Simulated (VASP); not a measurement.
## NaTi: single point with PBE

The system is NaTi.

```
CELL_PARAMETERS angstrom
4.85656 0.00000 0.00000
0.00000 6.00345 0.00000
0.00000 0.00000 2.94872
ATOMIC_POSITIONS crystal
Na 0.25000 0.00000 0.25009
Na 0.75000 0.00000 0.74991
Ti 0.25000 0.50000 0.75018
Ti 0.75000 0.50000 0.24982
```

```
Program                : VASP 6.6.1
Task                   : single point
Functional             : PBE
Potentials or basis    : VASP PAW PBE potentials, release 64 (Na_pv, Ti_sv)
Cutoff                 : 520 eV
k mesh                 : 4 × 4 × 6
Occupations            : gaussian, width 0.1 eV
Spin                   : no spin polarisation
Dipole correction      : no
Further INCAR settings : ALGO = Normal; EDIFF = 1e-06; NBANDS = 27
```

```json
{
  "Pressure": "0.0 GPa",
  "Band gap on the k mesh": "zero (band 19 reaches 5.15 eV, above the bottom of band 20 at 3.47 eV)"
}
```

Levels at points of the mesh, in eV from the Fermi level:
| k point | band 15 | band 16 | band 17 | band 18 | band 19 | band 20 | band 21 | band 22 | band 23 | band 24 |
| --- | --- | --- | --- | --- | --- | --- | --- | --- | --- | --- |
| (0.00, 0.00, 0.00) | -4.93 | -1.79 | -1.66 | -0.70 | -0.68 | 0.78 | 0.99 | 1.29 | 1.38 | 1.88 |
| (0.50, 0.00, 0.00) | -3.22 | -3.22 | -0.61 | -0.61 | -0.60 | -0.60 | 0.63 | 0.63 | 2.03 | 2.03 |
| (0.00, 0.50, 0.00) | -4.33 | -3.17 | -1.63 | -0.84 | -0.51 | 0.78 | 1.38 | 1.38 | 1.88 | 1.89 |
| (0.50, 0.50, 0.00) | -2.62 | -2.62 | -1.96 | -1.96 | 0.09 | 0.09 | 0.72 | 0.72 | 1.62 | 1.62 |
| (0.00, 0.00, 0.50) | -0.92 | -0.92 | -0.32 | -0.32 | -0.23 | -0.23 | 0.70 | 0.71 | 1.24 | 1.25 |
| (0.50, 0.00, 0.50) | -1.63 | -1.63 | -0.73 | -0.73 | 0.59 | 0.59 | 1.10 | 1.10 | 2.17 | 2.17 |
| (0.00, 0.50, 0.50) | -0.67 | -0.67 | -0.54 | -0.54 | -0.22 | -0.22 | 1.09 | 1.10 | 1.19 | 1.19 |
| (0.50, 0.50, 0.50) | -1.60 | -1.60 | -0.91 | -0.91 | 1.08 | 1.08 | 1.58 | 1.58 | 2.15 | 2.15 |

It took 54 s on 1 thread of Intel(R) Xeon(R) Platinum 8259CL CPU @ 2.50GHz (Skylake/Cascade Lake), on a shared host, peak memory 0.23 GiB.
